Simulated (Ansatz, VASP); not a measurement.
**Ta: VASP beside Ansatz**

```
Ta
1.0
    -1.62767    1.62767    1.62767
     1.62767   -1.62767    1.62767
     1.62767    1.62767   -1.62767
Ta
1
Direct
  0.00000 0.00000 0.00000
```

Alike in both runs: task single point; functional LDA; k mesh 14 × 14 × 14; no spin polarisation.

```csv
,VASP,Ansatz
version,VASP 6.6.1,Ansatz 0.2.0
potentials or method,"VASP PAW LDA potentials, release 64 (Ta_pv), cutoff 520 eV","plane waves (420 eV) with PAW, scalar-relativistic"
occupations,"methfessel-paxton of order 1, width 1 eV","cold, width 1 eV"
valence electrons in the cell,11,13
```

Ansatz gave:

```
pressure (GPa) : -1.2
```

**Question.** What did VASP give for the same quantities?

**Answer.** Pressure (GPa): 0.5.

Ansatz warns that its potentials were made for another functional, while VASP's fit it. LDA's correlation is that of Perdew and Zunger in VASP and of Perdew and Wang (1992) in Ansatz. VASP's potentials hold 11 valence electrons a cell and Ansatz's 13, so a difference there can come from the potentials and not from the codes.

Spin-orbit coupling is off throughout.
